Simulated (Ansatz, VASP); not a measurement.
One calculation of Al, two programs

```
CELL_PARAMETERS angstrom
2.83582 0.00000 0.00000
-1.41791 2.45589 0.00000
0.00000 0.00000 4.63732
ATOMIC_POSITIONS crystal
Al 0.66667 0.33333 0.75000
Al 0.33333 0.66667 0.25000
```

Change from the starting cell: strain -0.0050 x Voigt [1, 1, 0, 0, 0, 0], atoms carried along.

Alike in both runs: task single point; functional PBEsol; k mesh 24 × 24 × 14; occupations gaussian, width 0.15 eV; no spin polarisation.

|  | VASP | Ansatz |
| --- | --- | --- |
| version | VASP 6.6.1 | Ansatz 0.2.0 |
| potentials or method | VASP PAW PBE potentials, release 64 (Al), cutoff 520 eV | scalar-relativistic, plane waves, PAW |
| valence electrons in the cell | 6 | 6 |

VASP gave:

- gap on the k mesh at the Fermi level (eV): none
- pressure (GPa): 0.9
- traceless stress, the component that is largest in VASP (GPa): 0.69

Estimate Ansatz's values.

gap on the k mesh at the Fermi level (eV): none; pressure (GPa): 0.8; traceless stress, the component that is largest in VASP (GPa): 0.69.

VASP's potentials were made for PBE, not for PBEsol. A gap of «none» marks a metal or a gap that the smearing closes.
